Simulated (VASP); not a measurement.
# In (P6_3/mmc) in VASP: a series of runs

The runs below take In through single point, with PBEsol.

All numbers are computed with VASP 6.6.1; they aren't measurements. Logs are shortened: lines on timing, memory, paths and dates and some standing lists are left out, and cuts for length are marked.

**1. The cell of the first run**

The structure is hexagonal, space group P6_3/mmc (No. 194). The conventional cell has a = 2.491 Å, b = 2.491 Å, c = 4.112 Å, α = 90.00°, β = 90.00°, γ = 120.00°. Within 3.3 Å of In (site symmetry -6m2) lie 12 In at 2.49 to 2.51 Å.

**2. Single point, PBEsol**

The input, INCAR:

```
  PREC = Accurate
  ENCUT = 520
  EDIFF = 1E-6
  ISMEAR = -1
  SIGMA = 0.05
  LREAL = F
  LASPH = T
  NELM = 100
  ALGO = Normal
  ISIF = 2
  LWAVE = F
  LCHARG = F
  GGA = PS
  NBANDS = 20
```

The input, KPOINTS:

```
Automatic mesh
0
Gamma
  18 18 10
```

The input, POSCAR:

```
In
1.0
    2.4905362559      0.0000000000      0.0000000000
   -1.2452681280      2.1568676666      0.0000000000
    0.0000000000      0.0000000000      4.1124175240
In
2
Direct
    0.3333333333      0.6666666667      0.2500000000
    0.6666666667      0.3333333333      0.7500000000
```

Potentials or basis: VASP PAW PBE potentials, release 64 (In_d).

Started as:

```console
> cat potpaw_PBE.64/In_d/POTCAR > POTCAR
> mpirun -np 1 vasp_std > vasp.out
```

OUTCAR:

```text
PREC = Accurate
   ENCUT = 520
   EDIFF = 1E-6
   ISMEAR = -1
   LREAL = F
   LASPH = T
   NELM = 100
   ISIF = 2
   GGA = PS

 ion  position               nearest neighbor table
   1  0.333  0.667  0.250-   2 2.51   2 2.51   2 2.51   2 2.51   2 2.51   2 2.51   2 3.54   2 3.54
                             2 3.54   2 3.54   2 3.54   2 3.54
   2  0.667  0.333  0.750-   1 2.51   1 2.51   1 2.51   1 2.51   1 2.51   1 2.51   1 3.54   1 3.54
                             1 3.54   1 3.54   1 3.54   1 3.54

  LATTYP: Found a hexagonal cell.
 ALAT       =     2.4905362559
 C/A-ratio  =     1.6512176903

  Lattice vectors:

 A1 = (   2.4905362559,   0.0000000000,   0.0000000000)
 A2 = (  -1.2452681280,   2.1568676666,   0.0000000000)
 A3 = (   0.0000000000,   0.0000000000,   4.1124175240)

Analysis of symmetry for initial positions (statically):
=====================================================================
 Subroutine PRICEL returns:
 Original cell was already a primitive cell.

 Routine SETGRP: Setting up the symmetry group for a
 hexagonal supercell.

 Subroutine GETGRP returns: Found 24 space group operations
 (whereof 12 operations were pure point group operations)
 out of a pool of 24 trial point group operations.

The static configuration has the point symmetry D_3d.
 The point group associated with its full space group is D_6h.

Analysis of symmetry for dynamics (positions and initial velocities):
=====================================================================
 Subroutine PRICEL returns:
 Original cell was already a primitive cell.

 Routine SETGRP: Setting up the symmetry group for a
 hexagonal supercell.

 Subroutine GETGRP returns: Found 24 space group operations
 (whereof 12 operations were pure point group operations)
 out of a pool of 24 trial point group operations.

The dynamic configuration has the point symmetry D_3d.
 The point group associated with its full space group is D_6h.

 Subroutine INISYM returns: Found 24 space group operations
 (whereof 12 operations are pure point group operations),
 and found     1 'primitive' translations

----------------------------------------------------------------------------------------

                                     Primitive cell

  volume of cell :      22.0909

  direct lattice vectors                    reciprocal lattice vectors
     2.490536256  0.000000000  0.000000000     0.401519953  0.231817653  0.000000000
    -1.245268128  2.156867667  0.000000000     0.000000000  0.463635306  0.000000000
     0.000000000  0.000000000  4.112417524     0.000000000  0.000000000  0.243165971

  length of vectors
     2.490536256  2.490536256  4.112417524     0.463635306  0.463635306  0.243165971

  position of ions in fractional coordinates (direct lattice)
     0.333333333  0.666666667  0.250000000
     0.666666667  0.333333333  0.750000000

  ion indices of the primitive-cell ions
   primitive index   ion index
                 1           1
                 2           2

----------------------------------------------------------------------------------------

 KPOINTS: Automatic mesh

Automatic generation of k-mesh.
 Grid dimensions read from file:
 generate k-points for:   18   18   10

 Generating k-lattice:

  Cartesian coordinates                     Fractional coordinates (reciprocal lattice)
     0.022306664  0.012878758  0.000000000     0.055555556  0.000000000  0.000000000
     0.000000000  0.025757517  0.000000000     0.000000000  0.055555556  0.000000000
     0.000000000  0.000000000  0.024316597     0.000000000  0.000000000  0.100000000

  Length of vectors
     0.025757517  0.025757517  0.024316597

  Shift w.r.t. Gamma in fractional coordinates (k-lattice)
     0.000000000  0.000000000  0.000000000

 Subroutine IBZKPT returns following result:
 ===========================================

 Found    222 irreducible k-points:

 Following reciprocal coordinates:
            Coordinates               Weight
  0.000000  0.000000  0.000000      1.000000
  0.055556 -0.000000  0.000000      6.000000
  0.111111 -0.000000  0.000000      6.000000
  0.166667 -0.000000  0.000000      6.000000
  0.222222  0.000000  0.000000      6.000000
  0.277778 -0.000000  0.000000      6.000000
[... 16 lines left out ...]
  0.333333  0.111111  0.000000     12.000000
  0.388889  0.111111  0.000000     12.000000
 [... further k-points ...]
   k-points           NKPTS =    222   k-points in BZ     NKDIM =    222   number of bands    NBANDS=     20
   number of dos      NEDOS =    301   number of ions     NIONS =      2
   total plane-waves  NPLWV =  12800
   dimension x,y,z NGX =    20 NGY =   20 NGZ =   32
   dimension x,y,z NGXF=    40 NGYF=   40 NGZF=   64
   ions per type =               2
   NGX,Y,Z   is equivalent  to a cutoff of  13.35, 13.35, 12.94 a.u.
   NGXF,Y,Z  is equivalent  to a cutoff of  26.70, 26.70, 25.87 a.u.
 SYSTEM =  unknown system
   PREC   = accura    normal or accurate (medium, high low for compatibility)
   ISTART =      0    job   : 0-new  1-cont  2-samecut
   ICHARG =      2    charge: 1-file 2-atom 10-const
   ISPIN  =      1    spin polarized calculation?
   LNONCOLLINEAR =      F non collinear calculations
   LSORBIT =      F    spin-orbit coupling
   LASPH  =      T    aspherical Exc in radial PAW
   ENCUT  =  520.0 eV  38.22 Ry    6.18 a.u.   4.63  4.63  7.65*2*pi/ulx,y,z
   NELM   =    100;   NELMIN=  2; NELMDL= -5     # of ELM steps
   EDIFF  = 0.1E-05   stopping-criterion for ELM
   LREAL  =      F    real-space projection
   EDIFFG = 0.1E-04   stopping-criterion for IOM
   NSW    =      0    number of steps for IOM
   IBRION =     -1    ionic relax: 0-MD 1-quasi-New 2-CG
   NFREE  =      0    steps in history (QN), initial steepest desc. (CG)
   ISIF   =      2    stress and relaxation
   ISYM   =      2    0-nonsym 1-usesym 2-fastsym
   POTIM  = 0.5000    time-step for ionic-motion
   TEBEG  =    0.0;   TEEND  =   0.0 temperature during run
   PSTRESS=    0.0 pullay stress
   NELECT =      26.0000    total number of electrons
   NUPDOWN=      -1.0000    fix difference up-down
   EMIN   =  10.00;   EMAX   =-10.00  energy-range for DOS
   EFERMI =   0.00;   METHOD = LEGACY
   ISMEAR =    -1;   SIGMA  =   0.05  broadening in eV -4-tet -1-fermi 0-gaus
   EFERMI_NEDOS =   21; number of points for ismear=-14 and -15
   IALGO  =     38    algorithm
   IMIX   =      4    mixing-type and parameters
     AMIX     =   0.40;   BMIX     =  1.00
     AMIX_MAG =   1.60;   BMIX_MAG =  1.00
  volume/ion in A,a.u.               =      11.05        74.54
  Fermi-wavevector in a.u.,A,eV,Ry     =   1.728468  3.266332 40.648803  2.987603
  Thomas-Fermi vector in A             =   2.803397
   LORBIT       =      0    0 simple, 1 ext, 2 COOP (PROOUT), +10 PAW based schemes
   GGA     = PS    functional components
   LHFCALC =     F    Hartree Fock is set to
   AEXX    =    0.0000 exact exchange contribution
   IVDW    =     0    specifies the selected vdW correction
   LEPSILON=     F    determine dielectric tensor
   LRPA    =     F    only Hartree local field effects (RPA)
 non-spin polarized calculation
  energy-cutoff  :      520.00
  volume of cell :       22.09
 maximum number of plane-waves:       612
 NGX is ok and might be reduce to    20
   NGX =  9   NGY =  9   NGZ = 15

 number of electron      25.9999992 magnetization

 Free energy of the ion-electron system (eV)
  ---------------------------------------------------
  ext. energy  EPLUGINS =         0.00000000
  ---------------------------------------------------
  free energy    TOTEN  =         6.74172859 eV

  energy without entropy =        6.74803184  energy(sigma->0) =        6.74488021

 E-fermi :  24.0080     XC(G=0): -15.2734

 val. band max:       23.9971880610   @ k =   0.5000  -0.0000   0.0000
 cond. band min:      24.0187036877   @ k =   0.2778   0.2222   0.2000
 fundamental gap:      0.0215156268
 Fermi energy:        24.0079735810

 k-point     1 :       0.0000    0.0000    0.0000
  band No.  band energies     occupation
      1       3.5703      2.00000
      2       4.4065      2.00000
      3       5.1016      2.00000
      4       5.2978      2.00000
      5       5.2978      2.00000
      6       5.5856      2.00000
[... 12 lines left out ...]
     19      41.9424      0.00000
     20      41.9425      0.00000

 k-point     2 :       0.0556   -0.0000    0.0000
  band No.  band energies     occupation
      1       3.6289      2.00000
      2       4.5225      2.00000
      3       5.0540      2.00000
      4       5.3473      2.00000
      5       5.3611      2.00000
      6       5.5686      2.00000
[... 12 lines left out ...]
     19      40.9057      0.00000
     20      42.3015      0.00000

 k-point     3 :       0.1111   -0.0000    0.0000
  band No.  band energies     occupation
      1       3.7803      2.00000
      2       4.7720      2.00000
      3       4.9956      2.00000
      4       5.4407      2.00000
      5       5.5459      2.00000
      6       5.6138      2.00000
[... 12 lines left out ...]
     19      38.9207      0.00000
     20      42.4921      0.00000

 k-point     4 :       0.1667   -0.0000    0.0000
  band No.  band energies     occupation
      1       3.9299      2.00000
      2       4.7661      2.00000
      3       5.1114      2.00000
      4       5.5358      2.00000
      5       5.5993      2.00000
      6       5.8371      2.00000
[... 12 lines left out ...]
     19      39.0640      0.00000
     20      42.7759      0.00000

 k-point     5 :       0.2222    0.0000    0.0000
  band No.  band energies     occupation
      1       3.9264      2.00000
      2       4.6808      2.00000
      3       5.1886      2.00000
      4       5.2134      2.00000
      5       5.7116      2.00000
      6       5.7486      2.00000
[... 12 lines left out ...]
     19      39.0089      0.00000
     20      42.0853      0.00000
[... 353 lines left out ...]
      6       5.9196      2.00000
[... 12 lines left out ...]
     19      38.2943      0.00000
     20      40.2183      0.00000

 k-point    22 :       0.2778    0.1111    0.0000
  band No.  band energies     occupation
      1       3.8208      2.00000
      2       4.3504      2.00000
      3       4.5056      2.00000
      4       5.2911      2.00000
      5       5.6216      2.00000
      6       6.0103      2.00000
[... 12 lines left out ...]
     19      37.5479      0.00000
     20      40.0589      0.00000

 k-point    23 :       0.3333    0.1111    0.0000
  band No.  band energies     occupation
      1       3.6542      2.00000
      2       4.0773      2.00000
      3       4.4048      2.00000
      4       5.2379      2.00000
      5       5.8311      2.00000
      6       5.8567      2.00000
[... 12 lines left out ...]
     19      36.7812      0.00000
     20      40.0290      0.00000

 k-point    24 :       0.3889    0.1111    0.0000
  band No.  band energies     occupation
      1       3.5448      2.00000
      2       3.9074      2.00000
      3       4.3281      2.00000
      4       5.2152      2.00000
      5       5.7482      2.00000
      6       5.9707      2.00000
[... 12 lines left out ...]
     19      36.2462      0.00000
     20      40.0236      0.00000

 [... further k-points ...]
[... 5 lines left out ...]
  --------------------------------------------------------------------------------------
  -------------------------------------------------------------------------------------
  Total       44.3999369     44.3999369     44.3903491     -0.0000000      0.0000000      0.0000000
  in kB     3220.1741982   3220.1741980   3219.4788253     -0.0000001      0.0000000      0.0000000
  external PRESSURE =    3219.9424072 kB  Pullay stress =       0.0000000 kB

 VOLUME and BASIS-vectors are now :
 -----------------------------------------------------------------------------
  energy-cutoff  :      520.00
  volume of cell :       22.09
      direct lattice vectors                 reciprocal lattice vectors
     2.490536256  0.000000000  0.000000000     0.401519953  0.231817653  0.000000000
    -1.245268128  2.156867667  0.000000000     0.000000000  0.463635306  0.000000000
     0.000000000  0.000000000  4.112417524     0.000000000  0.000000000  0.243165971

 POSITION                                       TOTAL-FORCE (eV/Angst)
 -----------------------------------------------------------------------------------
     -0.00000      1.43791      1.02810        -0.000000      0.000000      0.000000
      1.24527      0.71896      3.08431         0.000000     -0.000000      0.000000
 -----------------------------------------------------------------------------------
    total drift:                                0.000000     -0.000000      0.000000

  FREE ENERGIE OF THE ION-ELECTRON SYSTEM (eV)
  ---------------------------------------------------
  free  energy   TOTEN  =         6.7417285887 eV

  energy  without entropy=        6.7480318390  energy(sigma->0) =        6.74488021
```

Run time: 1.9 min. Hardware: 1 thread of Intel Xeon Platinum 8259CL at 2.50GHz (Skylake/Cascade Lake), shared host; peak memory 0.19 GiB.

What came out:

| Item | Value |
| --- | --- |
| Free energy | 6.7417 eV |
| Pressure | 322.0 GPa |
| Band gap on the k mesh | zero (band 13 reaches 30.42 eV, above the bottom of band 14 at 20.92 eV) |

Caveat: the PAW data sets were made with another functional, which shifts forces and pressure a little; spin-orbit coupling is left out, which moves the levels of the heavy elements.

**3. Single point, PBEsol**

The input, INCAR:

```
SYSTEM = In
ALGO = Normal
EDIFF = 1E-6
ENCUT = 520
GGA = PS
ISIF = 2
ISMEAR = -1
LASPH = .True.
LCHARG = .False.
LREAL = .False.
LWAVE = .False.
NBANDS = 20
NELM = 100
PREC = Accurate
SIGMA = 0.05
```

The input, KPOINTS:

```
k-points
0
Gamma
  18 18 10
  0 0 0
```

The input, POSCAR:

```
In
1.0
    2.4904819687      0.0000000000      0.0000000000
   -1.2452409844      2.1568206525      0.0000000000
    0.0000000000      0.0000000000      4.1115981922
In
2
Direct
    0.3333333333      0.6666666667      0.2500000000
    0.6666666667      0.3333333333      0.7500000000
```

Potentials or basis: VASP PAW PBE potentials, release 64 (In_d).

Started as:

```console
> cat potpaw_PBE.64/In_d/POTCAR > POTCAR
> mpirun -np 1 vasp_std > vasp.out
```

OUTCAR:

```text
SYSTEM = In
   EDIFF = 1E-6
   ENCUT = 520
   GGA = PS
   ISIF = 2
   ISMEAR = -1
   LASPH = .True.
   LREAL = .False.
   NELM = 100
   PREC = Accurate

 ion  position               nearest neighbor table
   1  0.333  0.667  0.250-   2 2.51   2 2.51   2 2.51   2 2.51   2 2.51   2 2.51   2 3.54   2 3.54
                             2 3.54   2 3.54   2 3.54   2 3.54
   2  0.667  0.333  0.750-   1 2.51   1 2.51   1 2.51   1 2.51   1 2.51   1 2.51   1 3.54   1 3.54
                             1 3.54   1 3.54   1 3.54   1 3.54

  LATTYP: Found a hexagonal cell.
 ALAT       =     2.4904819687
 C/A-ratio  =     1.6509246981

  Lattice vectors:

[... 194 lines left out ...]
      6       5.5909      2.00000
[... 541 lines left out ...]
     19      36.2542      0.00000
     20      40.0303      0.00000

 [... further k-points ...]
[... 5 lines left out ...]
  --------------------------------------------------------------------------------------
  -------------------------------------------------------------------------------------
  Total       44.4236828     44.4236828     44.4331638     -0.0000000     -0.0000000      0.0000000
  in kB     3222.6789371   3222.6789369   3223.3667270     -0.0000001     -0.0000000      0.0000000
  external PRESSURE =    3222.9082003 kB  Pullay stress =       0.0000000 kB

 VOLUME and BASIS-vectors are now :
 -----------------------------------------------------------------------------
  energy-cutoff  :      520.00
  volume of cell :       22.09
      direct lattice vectors                 reciprocal lattice vectors
     2.490481969  0.000000000  0.000000000     0.401528705  0.231822706  0.000000000
    -1.245240984  2.156820652  0.000000000     0.000000000  0.463645412  0.000000000
     0.000000000  0.000000000  4.111598192     0.000000000  0.000000000  0.243214427

 POSITION                                       TOTAL-FORCE (eV/Angst)
 -----------------------------------------------------------------------------------
     -0.00000      1.43788      1.02790         0.000000     -0.000000      0.000000
      1.24524      0.71894      3.08370        -0.000000      0.000000      0.000000
 -----------------------------------------------------------------------------------
    total drift:                               -0.000000      0.000000     -0.000000

  FREE ENERGIE OF THE ION-ELECTRON SYSTEM (eV)
  ---------------------------------------------------
  free  energy   TOTEN  =         6.7525237308 eV

  energy  without entropy=        6.7588120027  energy(sigma->0) =        6.75566787
```

OSZICAR:

```text
N       E                     dE             d eps       ncg     rms          rms(c)
DAV:   1     0.207309397486E+03    0.20731E+03   -0.12804E+04  9936   0.238E+03
DAV:   2     0.197936917109E+02   -0.18752E+03   -0.18282E+03  8976   0.410E+02
DAV:   3     0.619142709184E+01   -0.13602E+02   -0.13489E+02 10092   0.122E+02
DAV:   4     0.588954133648E+01   -0.30189E+00   -0.30163E+00 10744   0.175E+01
DAV:   5     0.587648548297E+01   -0.13056E-01   -0.13055E-01 12708   0.312E+00    0.208E+01
DAV:   6     0.645807565313E+01    0.58159E+00   -0.21307E-01 13132   0.142E+01    0.112E+01
DAV:   7     0.674204153666E+01    0.28397E+00   -0.13177E-01 14556   0.102E+01    0.890E-01
DAV:   8     0.675235799403E+01    0.10316E-01   -0.23151E-02 13500   0.265E+00    0.315E-01
DAV:   9     0.675249852007E+01    0.14053E-03   -0.41509E-04 12396   0.194E-01    0.276E-01
DAV:  10     0.675250464680E+01    0.61267E-05   -0.33234E-05 12444   0.848E-02    0.141E-01
DAV:  11     0.675252632195E+01    0.21675E-04   -0.88154E-06 12336   0.119E-01    0.997E-02
DAV:  12     0.675252371105E+01   -0.26109E-05   -0.18209E-06  8600   0.186E-02    0.234E-02
DAV:  13     0.675252373078E+01    0.19738E-07   -0.28264E-07  5488   0.696E-03
   1 F= 0.67525237E+01 E0= 0.67556679E+01  d E =-.628827E-02
```

Run time: 2 min. Hardware: 1 thread of Intel Xeon Platinum 8259CL at 2.50GHz (Skylake/Cascade Lake), shared host; peak memory 0.2 GiB.

Results:

| Property | Result |
| --- | --- |
| Free energy | 6.7525 eV |
| Pressure | 322.3 GPa |
| Band gap on the k mesh | zero (band 13 reaches 30.44 eV, above the bottom of band 14 at 20.93 eV) |

Levels at points of the mesh, in eV from the Fermi level:
| k point | band 9 | band 10 | band 11 | band 12 | band 13 | band 14 | band 15 | band 16 | band 17 | band 18 |
| --- | --- | --- | --- | --- | --- | --- | --- | --- | --- | --- |
| (0.00, 0.00, 0.00) | -17.88 | -16.54 | -16.54 | -9.95 | -4.75 | 9.90 | 11.90 | 12.55 | 15.05 | 15.05 |
| (0.50, 0.00, 0.00) | -16.32 | -16.16 | -9.50 | -7.52 | -0.10 | -0.01 | 3.74 | 3.89 | 4.86 | 10.31 |
| (0.00, 0.00, 0.50) | -16.98 | -16.98 | -16.41 | -16.41 | 5.01 | 5.01 | 10.40 | 10.40 | 15.34 | 15.34 |
| (0.50, 0.00, 0.50) | -16.23 | -16.23 | -8.37 | -8.37 | -3.08 | -3.08 | 8.54 | 8.54 | 8.72 | 8.72 |

Caveat: the PAW data sets were made with another functional, which shifts forces and pressure a little; spin-orbit coupling is left out, which moves the levels of the heavy elements.
